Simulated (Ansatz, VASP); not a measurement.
## Two plane-wave programs on ZnS

```xyz
2
Lattice="0.0000 2.6784 2.6784 2.6784 0.0000 2.6784 2.6784 2.6784 0.0000" Properties=species:S:1:pos:R:3 pbc="T T T"
Zn    0.0000    0.0000    0.0000
S     1.3392    1.3392    1.3392
```

Alike in both runs: functional PBEsol; k mesh 8 × 8 × 8; occupations gaussian, width 0.02 eV; no spin polarisation.

Ansatz relaxed the structure, and its values are those at the end. VASP's run is a single point on that final structure, the one shown.

|  | VASP | Ansatz |
| --- | --- | --- |
| version | VASP 6.6.1 | Ansatz 0.2.0 |
| potentials or method | VASP PAW PBE potentials, release 64 (Zn, S), cutoff 500 eV | scalar-relativistic, plane waves, PAW |
| valence electrons in the cell | 18 | 18 |

|  | VASP | Ansatz | Ansatz less VASP |
| --- | --- | --- | --- |
| gap on the k mesh at the Fermi level (eV) | 2.09 | 2.08 | -0.012 |
| least direct gap on the mesh (eV) | 2.09 | 2.08 | -0.012 |
| pressure (GPa) | 0.2 | 0.0 | -0.18 |

VASP's potentials were made for PBE, not for PBEsol, and Ansatz warns of the same on its side. The functional is the same, so the differences come from potentials, cutoffs and numerics.
